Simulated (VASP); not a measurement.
Set up this calculation in VASP 6.6.1, as the native input.

| Quantity | Value |
| --- | --- |
| Task | single point |
| Functional | PBE |
| Potentials or basis | VASP PAW PBE potentials, release 64 (Nb_sv, Sb) |
| Cutoff | 520 eV |
| k mesh | 18 × 18 × 1 |
| Occupations | gaussian, width 0.1 eV |
| Spin | no spin polarisation |
| Dipole correction | yes |
| Further INCAR settings | ALGO = Normal; EDIFF = 1e-07; NBANDS = 26 |

The structure of NbSb lies in POSCAR:

```
NbSb
1.0
    3.1429626466      0.0000000000      0.0000000000
   -1.5714813233      2.7218854951      0.0000000000
    0.0000000000      0.0000000000     36.8599663600
Nb Sb
2 2
Direct
    0.3333333333      0.6666666667      0.2522316586
    0.6666666667      0.3333333333      0.3174921386
    0.6666666667      0.3333333333      0.1880838757
    0.3333333333      0.6666666667      0.3816399215
```

These files were run (other wordings do the same):

INCAR

```
ALGO = Normal
DIPOL = 0.5 0.5 0.285
EDIFF = 1E-7
ENCUT = 520
GGA = PE
IDIPOL = 3
ISIF = 2
ISMEAR = 0
LASPH = T
LCHARG = F
LDIPOL = T
LREAL = F
LWAVE = F
NBANDS = 26
NELM = 100
PREC = Accurate
SIGMA = 0.1
```

KPOINTS

```
k-points
0
Gamma
  18 18 1
```

Potentials or basis: VASP PAW PBE potentials, release 64 (Nb_sv, Sb).

Command:

```bash
$ cat potpaw_PBE.64/Nb_sv/POTCAR potpaw_PBE.64/Sb/POTCAR > POTCAR
$ mpirun -np 1 vasp_std > vasp.out
```

It gave:

```
Largest force          : 0.015 eV/Å
Band gap on the k mesh : zero (band 18 reaches 0.06 eV, above the bottom of band 19 at -1.65 eV)
```

Caveat: spin-orbit coupling is left out, which moves the levels of the heavy elements.

Wall time 9.5 min on 1 thread of Intel(R) Xeon(R) Platinum 8259CL CPU @ 2.50GHz (Skylake/Cascade Lake) (shared host), peak memory 0.59 GiB.
